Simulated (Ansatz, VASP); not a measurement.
Given: the input of a run of VASP 6.6.1 on Ge.

The input INCAR:

```
  PREC = Accurate
  ENCUT = 500
  EDIFF = 1E-6
  ISMEAR = 0
  SIGMA = 0.15
  LREAL = F
  LASPH = T
  NELM = 200
  ALGO = Normal
  ISIF = 2
  LWAVE = F
  LCHARG = T
  ISPIN = 2
  MAGMOM = 0.5 -0.5
  LORBIT = 11
  GGA = LIBXC
  LIBXC1 = GGA_X_PBE
  LIBXC2 = GGA_C_PBE_SOL
  LELF = T
  LVHAR = T
  NBANDS = 25
  GGA_COMPAT = F
```

KPOINTS

```
Automatic mesh
0
Gamma
  8 8 8
```

Contents of POSCAR:

```
Ge
1.0
    0.0000000000      2.8843929095      2.8843929095
    2.8843929095      0.0000000000      2.8843929095
    2.8843929095      2.8843929095      0.0000000000
Ge
2
Direct
    0.7500000000      0.7500000000      0.7500000000
    0.5000000000      0.5000000000      0.5000000000
```

Potentials or basis: VASP PAW PBE potentials, release 64 (Ge_d).

The run is started by

```console
$ cat potpaw_PBE.64/Ge_d/POTCAR > POTCAR
$ mpirun -np 1 vasp_std > vasp.out
```

Task: Set up the same calculation for Ansatz 0.2.0. Potentials there: all-electron LAPW, scalar-relativistic.

Result: As run (the cutoff follows the program's own potentials):

File input.yaml:

```yaml
crystal:
  lattice:
    - [0.0, 2.8843929095, 2.8843929095]
    - [2.8843929095, 0.0, 2.8843929095]
    - [2.8843929095, 2.8843929095, 0.0]
  atoms:
    - { symbol: Ge, position: [0.75, 0.75, 0.75], spin: 0.5 }
    - { symbol: Ge, position: [0.5, 0.5, 0.5], spin: -0.5 }
kpoints:
  mp_grid: { grid: [8, 8, 8] }
scf:
  occupations: { method: gaussian, width: 0.15 }
hamiltonian:
  xc: { exchange: pbe, correlation: pbesol }
  pseudopotentials: { kind: all_electron, lapw: { basis_error: 0.001 } }
magnetization:
  spin_polarized: true
output:
  forces: true
  stress: true
  eigenvalues: true
```

Potentials or basis: all-electron LAPW, scalar-relativistic.

The run is started by

```bash
$ ansatz run input.yaml --threads 1 --pin off --max-ram 2560MiB --backend cpu --events-out ev --progress --plain --runs-dir out
```

Both were run:

|  | VASP | Ansatz | Ansatz less VASP |
| --- | --- | --- | --- |
| gap on the k mesh at the Fermi level (eV) | none | none | - |
| pressure (GPa) | 0.3 | 0.4 | +0.09 |
| net moment per atom (μB) | 0.00 | 0.00 | 0.000 |

VASP's potentials were made for PBE, not for pbe exchange, pbesol correlation. A gap of «none» marks a metal or a gap that the smearing closes. Ansatz ran all-electron here, and VASP with PAW potentials.
